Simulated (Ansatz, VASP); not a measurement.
## Two plane-wave programs on Cu3N

```xyz
4
Lattice="3.7120 0.0000 0.0000 0.0000 3.7120 0.0000 0.0000 0.0000 3.7120" Properties=species:S:1:pos:R:3 pbc="T T T"
Cu    1.8560    0.0000    0.0000
Cu    0.0000    1.8560    0.0000
Cu    0.0000    0.0000    1.8560
N     0.0000    0.0000    0.0000
```

Alike in both runs: task single point; functional r2SCAN; k mesh 6 × 6 × 6; occupations fermi-dirac, width 0.02 eV; no spin polarisation.

|  | VASP | Ansatz |
| --- | --- | --- |
| version | VASP 6.6.1 | Ansatz 0.2.0 |
| potentials or method | VASP PAW PBE potentials, release 64 (Cu, N) | plane waves, PAW |
| plane-wave cutoff (eV) | 660 | 500 |
| valence electrons in the cell | 38 | 62 |

```csv
,VASP,Ansatz,Ansatz less VASP
pressure (GPa),10.1,9.1,-0.98
```

VASP's potentials were made for PBE, not for r2SCAN. VASP's potentials hold 38 valence electrons a cell and Ansatz's 62, so a difference there can come from the potentials and not from the codes.
